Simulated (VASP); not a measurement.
# CO2 (P2_1/c) in VASP: further runs

Runs on CO2. Level: PBE. Tasks: single point.

All numbers are computed with VASP 6.6.1; they aren't measurements. Logs are shortened: lines on timing, memory, paths and dates and some standing lists are left out, and cuts for length are marked.

**1. The cell of the first run**

It takes space group P2_1/c (No. 14, monoclinic). The conventional cell has a = 6.126 Å, b = 6.058 Å, c = 5.946 Å, α = 90.00°, β = 107.32°, γ = 90.00°. C (site symmetry -1) has 2 O at 1.05 Å within 1.4 Å. C (site symmetry -1) has 2 O at 1.28 Å within 1.7 Å. O (site symmetry 1) has 1 C at 1.05 Å within 1.4 Å. Within 1.7 Å of O (site symmetry 1) lie 1 C at 1.28 Å.

**2. Single point, PBE (engineering shear strain xz -0.3000, normal strain along z -0.0300)**

The input, INCAR:

```
PREC = Accurate ; ENCUT = 520
EDIFF = 1E-7 ; ISMEAR = 0
SIGMA = 0.05 ; LREAL = False
LASPH = True ; NELM = 100
ALGO = Normal ; ISIF = 2
LWAVE = False ; LCHARG = False
GGA = PE ; NBANDS = 44
```

The input, KPOINTS:

```
regular mesh
0
Gamma
  4 4 4
```

The input, POSCAR:

```
CO2
1.0
    6.0577362522      0.0000000000     -0.9086604378
    0.0000000000      6.0577362522      0.0000000000
   -0.9086604378      0.0000000000      5.8760041646
C O
4 8
Direct
    0.0000000000      0.0000000000      0.0000000000
    0.5000000000      0.0000000000      0.5000000000
    0.5000000000      0.5000000000      0.0000000000
    0.0000000000      0.5000000000      0.5000000000
    0.1114834447      0.1114834447      0.1114834447
    0.3885165553      0.8885165553      0.6114834447
    0.6114834447      0.3885165553      0.8885165553
    0.8885165553      0.6114834447      0.3885165553
    0.8885165553      0.8885165553      0.8885165553
    0.6114834447      0.1114834447      0.3885165553
    0.3885165553      0.6114834447      0.1114834447
    0.1114834447      0.3885165553      0.6114834447
```

Potentials or basis: VASP PAW PBE potentials, release 64 (C, O).

Started as:

```
$ cat potpaw_PBE.64/C/POTCAR potpaw_PBE.64/O/POTCAR > POTCAR
$ mpirun -np 1 vasp_std > vasp.out
```

OUTCAR:

```text
PREC = Accurate
   ENCUT = 520
   EDIFF = 1E-7
   ISMEAR = 0
   LREAL = False
   LASPH = True
   NELM = 100
   ISIF = 2
   GGA = PE

 ion  position               nearest neighbor table
   1  0.000  0.000  0.000-   5 1.05   9 1.05
   2  0.500  0.000  0.500-   6 1.28  10 1.28
   3  0.500  0.500  0.000-   7 1.28  11 1.28
   4  0.000  0.500  0.500-   8 1.05  12 1.05
   5  0.111  0.111  0.111-   1 1.05
   6  0.389  0.889  0.611-   2 1.28
   7  0.611  0.389  0.889-   3 1.28
   8  0.889  0.611  0.389-   4 1.05
   9  0.889  0.889  0.889-   1 1.05
  10  0.611  0.111  0.389-   2 1.28
  11  0.389  0.611  0.111-   3 1.28
  12  0.111  0.389  0.611-   4 1.05

  LATTYP: Found a simple monoclinic cell.
 ALAT       =     5.9458463429
 B/A-ratio  =     1.0188181636
 C/A-ratio  =     1.0302161111
 COS(beta)  =    -0.2977299372

  Lattice vectors:

 A1 = (  -0.9086604378,   0.0000000000,   5.8760041646)
 A2 = (   0.0000000000,  -6.0577362522,   0.0000000000)
 A3 = (   6.0577362522,   0.0000000000,  -0.9086604378)

Analysis of symmetry for initial positions (statically):
=====================================================================
 Subroutine PRICEL returns:
 Original cell was already a primitive cell.

 Routine SETGRP: Setting up the symmetry group for a
 simple monoclinic supercell.

 Subroutine GETGRP returns: Found  4 space group operations
 (whereof  2 operations were pure point group operations)
 out of a pool of  4 trial point group operations.

The static configuration has the point symmetry S_2 .
 The point group associated with its full space group is C_2h.

Analysis of symmetry for dynamics (positions and initial velocities):
=====================================================================
 Subroutine PRICEL returns:
 Original cell was already a primitive cell.

 Routine SETGRP: Setting up the symmetry group for a
 simple monoclinic supercell.

 Subroutine GETGRP returns: Found  4 space group operations
 (whereof  2 operations were pure point group operations)
 out of a pool of  4 trial point group operations.

The dynamic configuration has the point symmetry S_2 .
 The point group associated with its full space group is C_2h.

 Subroutine INISYM returns: Found  4 space group operations
 (whereof  2 operations are pure point group operations),
[... 119 lines left out ...]
   NSW    =      0    number of steps for IOM
   IBRION =     -1    ionic relax: 0-MD 1-quasi-New 2-CG
   NFREE  =      0    steps in history (QN), initial steepest desc. (CG)
   ISIF   =      2    stress and relaxation
   ISYM   =      2    0-nonsym 1-usesym 2-fastsym
   POTIM  = 0.5000    time-step for ionic-motion
   TEBEG  =    0.0;   TEEND  =   0.0 temperature during run
   PSTRESS=    0.0 pullay stress
   NELECT =      64.0000    total number of electrons
   NUPDOWN=      -1.0000    fix difference up-down
   EMIN   =  10.00;   EMAX   =-10.00  energy-range for DOS
   EFERMI =   0.00;   METHOD = LEGACY
   ISMEAR =     0;   SIGMA  =   0.05  broadening in eV -4-tet -1-fermi 0-gaus
   EFERMI_NEDOS =   21; number of points for ismear=-14 and -15
   IALGO  =     38    algorithm
   IMIX   =      4    mixing-type and parameters
     AMIX     =   0.40;   BMIX     =  1.00
     AMIX_MAG =   1.60;   BMIX_MAG =  1.00
  volume/ion in A,a.u.               =      17.55       118.45
  Fermi-wavevector in a.u.,A,eV,Ry     =   1.100605  2.079841 16.481157  1.211331
  Thomas-Fermi vector in A             =   2.237019
   LORBIT       =      0    0 simple, 1 ext, 2 COOP (PROOUT), +10 PAW based schemes
   GGA     = PE    functional components
   LHFCALC =     F    Hartree Fock is set to
   AEXX    =    0.0000 exact exchange contribution
   IVDW    =     0    specifies the selected vdW correction
   LEPSILON=     F    determine dielectric tensor
   LRPA    =     F    only Hartree local field effects (RPA)
 non-spin polarized calculation
 Gauss-broadening in eV      SIGMA  =   0.05
  energy-cutoff  :      520.00
  volume of cell :      210.63
 maximum number of plane-waves:      5704
 NGX is ok and might be reduce to    48
   NGX = 23   NGY = 23   NGZ = 23

 number of electron      63.9999998 magnetization

 Free energy of the ion-electron system (eV)
  ---------------------------------------------------
  ext. energy  EPLUGINS =         0.00000000
  ---------------------------------------------------
  free energy    TOTEN  =       -85.66004638 eV

  energy without entropy =      -85.66004638  energy(sigma->0) =      -85.66004638

 E-fermi :  -4.1552     XC(G=0):  -7.0514

 val. band max:       -4.4427409534   @ k =   0.0000   0.0000   0.0000
 cond. band min:       1.7810105735   @ k =   0.0000   0.0000   0.0000
 fundamental gap:      6.2237515269
 Fermi energy:        -4.1551737551

 k-point     1 :       0.0000    0.0000    0.0000
  band No.  band energies     occupation
      1     -26.5462      2.00000
      2     -26.5165      2.00000
      3     -25.6618      2.00000
      4     -25.6487      2.00000
      5     -23.6139      2.00000
      6     -23.5358      2.00000
[... 1117 lines left out ...]
     43       6.4200      0.00000
     44       6.4200      0.00000

 [... further k-points ...]
[... 5 lines left out ...]
  --------------------------------------------------------------------------------------
  -------------------------------------------------------------------------------------
  Total       13.7590254     26.3328076     12.0764091      0.0000000      0.0000000     40.4074646
  in kB      104.6617411    200.3076093     91.8624658      0.0000000      0.0000000    307.3702871
  external PRESSURE =     132.2772721 kB  Pullay stress =       0.0000000 kB

 VOLUME and BASIS-vectors are now :
 -----------------------------------------------------------------------------
  energy-cutoff  :      520.00
  volume of cell :      210.63
      direct lattice vectors                 reciprocal lattice vectors
     6.057736252  0.000000000 -0.908660438     0.168998230  0.000000000  0.026133747
     0.000000000  6.057736252  0.000000000     0.000000000  0.165078168  0.000000000
    -0.908660438  0.000000000  5.876004165     0.026133747  0.000000000  0.174224979

 POSITION                                       TOTAL-FORCE (eV/Angst)
 -----------------------------------------------------------------------------------
      0.00000      0.00000      0.00000         0.000000      0.000000      0.000000
      2.57454      0.00000      2.48367         0.000000      0.000000      0.000000
      3.02887      3.02887     -0.45433         0.000000      0.000000      0.000000
     -0.45433      3.02887      2.93800         0.000000      0.000000      0.000000
      0.57404      0.67534      0.55378        11.560316     13.703243     11.228194
      1.79790      5.38240      3.24005         4.399242      3.880240     -4.406217
      2.89685      2.35353      4.66530        -4.399242      3.880240      4.406217
      5.02937      3.70421      1.47557       -11.560316     13.703243    -11.228194
      4.57504      5.38240      4.41357       -11.560316    -13.703243    -11.228194
      3.35118      0.67534      1.72729        -4.399242     -3.880240      4.406217
      2.25223      3.70421      0.30205         4.399242     -3.880240     -4.406217
      0.11971      2.35353      3.49178        11.560316    -13.703243     11.228194
 -----------------------------------------------------------------------------------
    total drift:                               -0.000000      0.000000      0.000000

  FREE ENERGIE OF THE ION-ELECTRON SYSTEM (eV)
  ---------------------------------------------------
  free  energy   TOTEN  =       -85.6600463784 eV

  energy  without entropy=      -85.6600463784  energy(sigma->0) =      -85.66004638
```

OSZICAR:

```text
N       E                     dE             d eps       ncg     rms          rms(c)
DAV:   1     0.445657349844E+03    0.44566E+03   -0.32707E+04  2664   0.130E+03
DAV:   2    -0.571054052134E+02   -0.50276E+03   -0.48775E+03  3416   0.315E+02
DAV:   3    -0.937089521911E+02   -0.36604E+02   -0.36351E+02  3164   0.903E+01
DAV:   4    -0.942003132191E+02   -0.49136E+00   -0.48823E+00  3200   0.115E+01
DAV:   5    -0.942100162850E+02   -0.97031E-02   -0.96850E-02  3072   0.158E+00    0.211E+01
DAV:   6    -0.865769723184E+02    0.76330E+01   -0.21844E+01  2900   0.251E+01    0.101E+01
DAV:   7    -0.858326716028E+02    0.74430E+00   -0.23210E+00  3168   0.849E+00    0.560E+00
DAV:   8    -0.856624628599E+02    0.17021E+00   -0.58070E-01  3216   0.378E+00    0.224E+00
DAV:   9    -0.856604820594E+02    0.19808E-02   -0.48140E-02  3060   0.111E+00    0.545E-01
DAV:  10    -0.856596325165E+02    0.84954E-03   -0.75188E-03  3128   0.468E-01    0.108E-01
DAV:  11    -0.856600020497E+02   -0.36953E-03   -0.12123E-03  3084   0.181E-01    0.608E-02
DAV:  12    -0.856600329975E+02   -0.30948E-04   -0.96478E-05  3160   0.536E-02    0.197E-02
DAV:  13    -0.856600463318E+02   -0.13334E-04   -0.29854E-05  2956   0.337E-02    0.704E-03
DAV:  14    -0.856600466596E+02   -0.32782E-06   -0.25898E-06  3312   0.879E-03    0.272E-03
DAV:  15    -0.856600464007E+02    0.25897E-06   -0.69985E-07  3076   0.498E-03    0.121E-03
DAV:  16    -0.856600463784E+02    0.22286E-07   -0.38764E-08  1908   0.113E-03
   1 F= -.85660046E+02 E0= -.85660046E+02  d E =-.258145E-17
```

It took 5.4 min on 1 thread of Intel Xeon Platinum 8488C (Sapphire Rapids), shared host; peak memory 0.42 GiB.

What came out:

```
Free energy            : -85.6600 eV
Pressure               : 13.2 GPa
Largest force          : 21.154 eV/Å
Band gap on the k mesh : 6.22 eV
```

Forces on the atoms (eV/Å):
```
C     0.000   0.000   0.000
C     0.000   0.000   0.000
C     0.000   0.000   0.000
C     0.000   0.000   0.000
O    11.560  13.703  11.228
O     4.399   3.880  -4.406
O    -4.399   3.880   4.406
O   -11.560  13.703 -11.228
O   -11.560 -13.703 -11.228
O    -4.399  -3.880   4.406
O     4.399  -3.880  -4.406
O    11.560 -13.703  11.228
```

Levels at points of the mesh, in eV from the valence-band top:
| k point | band 28 | band 29 | band 30 | band 31 | band 32 | band 33 | band 34 | band 35 | band 36 | band 37 |
| --- | --- | --- | --- | --- | --- | --- | --- | --- | --- | --- |
| (0.00, 0.00, 0.00) | -0.43 | -0.35 | -0.08 | -0.04 | 0.00 | 6.22 | 6.49 | 6.62 | 6.83 | 6.95 |
| (0.50, 0.00, 0.00) | -0.37 | -0.37 | -0.19 | -0.15 | -0.01 | 6.47 | 6.67 | 6.80 | 6.94 | 6.96 |
| (0.00, 0.50, 0.00) | -0.56 | -0.18 | -0.18 | -0.07 | -0.07 | 6.65 | 6.65 | 6.72 | 6.72 | 7.43 |
| (0.50, 0.50, 0.00) | -0.46 | -0.19 | -0.19 | -0.13 | -0.13 | 6.66 | 6.66 | 6.71 | 6.71 | 7.83 |
| (0.00, 0.00, 0.50) | -0.51 | -0.18 | -0.18 | -0.11 | -0.11 | 6.67 | 6.67 | 6.73 | 6.73 | 7.49 |
| (0.50, 0.00, 0.50) | -0.55 | -0.16 | -0.16 | -0.08 | -0.08 | 6.65 | 6.65 | 6.67 | 6.67 | 7.86 |
| (0.00, 0.50, 0.50) | -0.42 | -0.20 | -0.20 | -0.15 | -0.15 | 6.50 | 6.50 | 6.95 | 6.95 | 7.76 |
| (0.50, 0.50, 0.50) | -0.55 | -0.17 | -0.17 | -0.08 | -0.08 | 6.50 | 6.50 | 6.91 | 6.91 | 7.90 |

Caveat: the cell differs from its parent crystal (engineering shear strain xz -0.3000, normal strain along z -0.0300); the stress differs along the axes, from 9 to 20 GPa; this functional lacks dispersion, which holds the molecules together, so the pressure and a relaxed volume are unreliable; forces of over 1 eV/Å act on the atoms, so gaps and moduli don't describe the material at rest. A k mesh can miss the band edges.

**3. Single point, PBE (engineering shear strain xz -0.2250, normal strain along z -0.0400)**

The input, INCAR:

```
SYSTEM = CO2
PREC = Accurate
ENCUT = 520
EDIFF = 1E-6
ISMEAR = 0
SIGMA = 0.05
LREAL = .FALSE.
LASPH = .TRUE.
NELM = 60
ALGO = Normal
ISIF = 2
LWAVE = .FALSE.
LCHARG = .FALSE.
GGA = PE
NBANDS = 44
```

The input, KPOINTS:

```
Automatic mesh
0
G
  4 4 4
  0 0 0
```

Changes to POSCAR since step 2:

```diff
@@ -2,5 +2,5 @@
 1.0
-    6.0577362522      0.0000000000     -0.9086604378
+    6.0577362522      0.0000000000     -0.6814953284
     0.0000000000      6.0577362522      0.0000000000
-   -0.9086604378      0.0000000000      5.8760041646
+   -0.6814953284      0.0000000000      5.8154268021
 C O
```

Potentials or basis: VASP PAW PBE potentials, release 64 (C, O).

Started as:

```
$ cat potpaw_PBE.64/C/POTCAR potpaw_PBE.64/O/POTCAR > POTCAR
$ mpirun -np 1 vasp_std > vasp.out
```

OUTCAR:

```text
SYSTEM = CO2
   PREC = Accurate
   ENCUT = 520
   EDIFF = 1E-6
   ISMEAR = 0
   LREAL = .FALSE.
   LASPH = .TRUE.
   NELM = 60
   ISIF = 2
   GGA = PE

 ion  position               nearest neighbor table
   1  0.000  0.000  0.000-   5 1.07   9 1.07
   2  0.500  0.000  0.500-   6 1.24  10 1.24
   3  0.500  0.500  0.000-   7 1.24  11 1.24
   4  0.000  0.500  0.500-   8 1.07  12 1.07
   5  0.111  0.111  0.111-   1 1.07
   6  0.389  0.889  0.611-   2 1.24
   7  0.611  0.389  0.889-   3 1.24
   8  0.889  0.611  0.389-   4 1.07
[... 1359 lines left out ...]
  external PRESSURE =     104.0424009 kB  Pullay stress =       0.0000000 kB

 VOLUME and BASIS-vectors are now :
 -----------------------------------------------------------------------------
  energy-cutoff  :      520.00
  volume of cell :      210.59
      direct lattice vectors                 reciprocal lattice vectors
     6.057736252  0.000000000 -0.681495328     0.167283566  0.000000000  0.019603543
     0.000000000  6.057736252  0.000000000     0.000000000  0.165078168  0.000000000
    -0.681495328  0.000000000  5.815426802     0.019603543  0.000000000  0.174253715

 POSITION                                       TOTAL-FORCE (eV/Angst)
 -----------------------------------------------------------------------------------
      0.00000      0.00000      0.00000         0.000000      0.000000     -0.000000
      2.68812      0.00000      2.56697         0.000000      0.000000     -0.000000
      3.02887      3.02887     -0.34075         0.000000      0.000000     -0.000000
     -0.34075      3.02887      2.90771        -0.000000      0.000000     -0.000000
      0.59936      0.67534      0.57235         8.861517     10.037251      8.519397
      1.93681      5.38240      3.29126         3.272618      2.977341     -3.230325
      3.09869      2.35353      4.75038        -3.272618      2.977341      3.230325
      5.11763      3.70421      1.65387        -8.861517     10.037251     -8.519397
      4.77688      5.38240      4.56158        -8.861517    -10.037251     -8.519397
      3.43943      0.67534      1.84267        -3.272618     -2.977341      3.230325
      2.27756      3.70421      0.38355         3.272618     -2.977341     -3.230325
      0.25861      2.35353      3.48006         8.861517    -10.037251      8.519397
 -----------------------------------------------------------------------------------
    total drift:                               -0.000000      0.000000      0.000000

  FREE ENERGIE OF THE ION-ELECTRON SYSTEM (eV)
  ---------------------------------------------------
  free  energy   TOTEN  =       -88.3884003222 eV

  energy  without entropy=      -88.3884003222  energy(sigma->0) =      -88.38840032
```

OSZICAR:

```text
N       E                     dE             d eps       ncg     rms          rms(c)
DAV:   1     0.441670197321E+03    0.44167E+03   -0.32530E+04  2648   0.130E+03
DAV:   2    -0.603634389193E+02   -0.50203E+03   -0.48905E+03  3456   0.316E+02
DAV:   3    -0.958253228210E+02   -0.35462E+02   -0.35228E+02  3192   0.893E+01
DAV:   4    -0.962957354978E+02   -0.47041E+00   -0.46771E+00  3144   0.113E+01
DAV:   5    -0.963044513657E+02   -0.87159E-02   -0.87074E-02  3044   0.151E+00    0.206E+01
DAV:   6    -0.891555485710E+02    0.71489E+01   -0.20795E+01  2964   0.238E+01    0.968E+00
DAV:   7    -0.885319353487E+02    0.62361E+00   -0.16478E+00  3112   0.708E+00    0.536E+00
DAV:   8    -0.883904843549E+02    0.14145E+00   -0.63113E-01  3124   0.376E+00    0.180E+00
DAV:   9    -0.883884332619E+02    0.20511E-02   -0.35502E-02  3092   0.956E-01    0.508E-01
DAV:  10    -0.883879907722E+02    0.44249E-03   -0.86806E-03  3084   0.469E-01    0.984E-02
DAV:  11    -0.883883718112E+02   -0.38104E-03   -0.77336E-04  2972   0.145E-01    0.481E-02
DAV:  12    -0.883883898188E+02   -0.18008E-04   -0.43628E-05  3248   0.373E-02    0.161E-02
DAV:  13    -0.883884005986E+02   -0.10780E-04   -0.21784E-05  2912   0.257E-02    0.440E-03
DAV:  14    -0.883884003222E+02    0.27644E-06   -0.81758E-07  2296   0.509E-03
   1 F= -.88388400E+02 E0= -.88388400E+02  d E =-.699715E-19
```

stdout:

```text
POSCAR found type information on POSCAR C O
 POSCAR found :  2 types and      12 ions
 scaLAPACK will be used
 LDA part: xc-table for (Slater+PW92), standard interpolation
 POSCAR, INCAR and KPOINTS ok, starting setup
 FFT: planning ... GRIDC
 FFT: planning ... GRID_SOFT
 FFT: planning ... GRID
 WAVECAR not read
 entering main loop
```

It took 4.8 min on 1 thread of Intel Xeon Platinum 8488C (Sapphire Rapids), shared host; peak memory 0.42 GiB.

What came out:

- Free energy: -88.3884 eV
- Pressure: 10.4 GPa
- Largest force: 15.870 eV/Å
- Band gap on the k mesh: 6.46 eV

Forces in eV/Å, atoms in the order of the input:
```
C     0.000   0.000   0.000
C     0.000   0.000   0.000
C     0.000   0.000   0.000
C     0.000   0.000   0.000
O     8.862  10.037   8.519
O     3.273   2.977  -3.230
O    -3.273   2.977   3.230
O    -8.862  10.037  -8.519
O    -8.862 -10.037  -8.519
O    -3.273  -2.977   3.230
O     3.273  -2.977  -3.230
O     8.862 -10.037   8.519
```

Levels at points of the mesh, in eV from the valence-band top:
```tsv
k point	band 28	band 29	band 30	band 31	band 32	band 33	band 34	band 35	band 36	band 37
(0.00, 0.00, 0.00)	-0.33	-0.31	-0.09	-0.06	0.00	6.46	6.99	7.11	7.34	7.45
(0.50, 0.00, 0.00)	-0.36	-0.28	-0.19	-0.16	-0.02	6.96	7.16	7.30	7.34	7.45
(0.00, 0.50, 0.00)	-0.46	-0.18	-0.18	-0.08	-0.08	7.15	7.15	7.22	7.22	7.73
(0.50, 0.50, 0.00)	-0.40	-0.19	-0.19	-0.14	-0.14	7.15	7.15	7.20	7.20	8.29
(0.00, 0.00, 0.50)	-0.43	-0.18	-0.18	-0.11	-0.11	7.17	7.17	7.23	7.23	7.82
(0.50, 0.00, 0.50)	-0.45	-0.17	-0.17	-0.11	-0.11	7.15	7.15	7.17	7.17	8.33
(0.00, 0.50, 0.50)	-0.36	-0.19	-0.19	-0.16	-0.16	6.99	6.99	7.46	7.46	8.21
(0.50, 0.50, 0.50)	-0.45	-0.17	-0.17	-0.11	-0.11	7.01	7.01	7.42	7.42	8.42
```

Caveat: the cell differs from its parent crystal (engineering shear strain xz -0.2250, normal strain along z -0.0400); the stress differs along the axes, from 8 to 14 GPa; this functional lacks dispersion, which holds the molecules together, so the pressure and a relaxed volume are unreliable; forces of over 1 eV/Å act on the atoms, so gaps and moduli don't describe the material at rest. A k mesh can miss the band edges.

(Part 1 of 2 ends here.)
